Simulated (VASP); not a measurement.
A run of VASP 6.6.1 is set up as follows.

The input INCAR:

```
PREC = Accurate ; ENCUT = 520
EDIFF = 1E-6 ; ISMEAR = -1
SIGMA = 0.1034 ; LREAL = F
LASPH = T ; NELM = 120
ALGO = Normal ; ISIF = 2
LWAVE = F ; LCHARG = F
GGA = PE ; NBANDS = 134
ISYM = 0 ; GGA_COMPAT = F
```

File KPOINTS:

```
regular mesh
0
Gamma
  1 1 1
```

The input POSCAR:

```
Zn3In8O15
1.0
    7.1668360000     -0.0632620000      0.0376150000
   -0.0632620000      6.9529050000      0.1854250000
    0.0376150000      0.1854250000      6.9995360000
Zn O In
3 15 8
Direct
    0.2674623777      0.8415984010      0.9801994045
    0.0754635395      0.2399785758      0.2195590410
    0.2204125418      0.0571654299      0.5140996892
    0.4401360827      0.9110244683      0.4502753567
    0.6732760207      0.7722255445      0.1013614047
    1.0028645759      0.4641445834      0.0976676511
    0.1296076659      0.7149909339      0.4343977392
    0.2253186614      0.2985412615      0.6328438950
    0.7195483604      0.1630051551      0.1498056382
    0.0408849474     -0.0302488960      0.0646199997
    0.9753162440      1.0657757381      0.6504462600
    0.8063636686      0.6673052492      0.7857741649
    0.6056095856      0.3095672690      0.7483255297
    0.6516865354      0.5184427031      0.3961770570
    0.3861974756      0.3003342253      0.2266322665
    0.9104944857      0.1081201316      0.4473544496
    0.4328002338      0.9918603848      0.8532440589
    0.3138851961      0.5799293182      0.8793504047
    0.6136907774      0.1912346785      0.4097762096
    0.9103576449      0.7337279017      0.2438163617
    0.7468208819      0.4243457111      1.0007224806
    0.7379027483      1.0254392345      0.8838324023
    0.0704702693      0.5748026444      0.6949435620
    0.3214280532      0.2503903762      0.9221069580
    0.4206226716      0.6041052388      0.2456254335
    0.5280001244      0.6684828467      0.6398846786
```

Potentials or basis: VASP PAW PBE potentials, release 64 (Zn, O, In_d).

Command:

```bash
$ cat potpaw_PBE.64/Zn/POTCAR potpaw_PBE.64/O/POTCAR potpaw_PBE.64/In_d/POTCAR > POTCAR
$ mpirun -np 1 vasp_gam > vasp.out
```

(1) What does it give for the largest force?

(2) Estimate the pressure.

Answers

(1) 3.005 eV/Å.

(2) 4.8 GPa.

Caveat: the k points lie up to 0.90 Å⁻¹ apart; the atoms stand as in a frame of molecular dynamics.
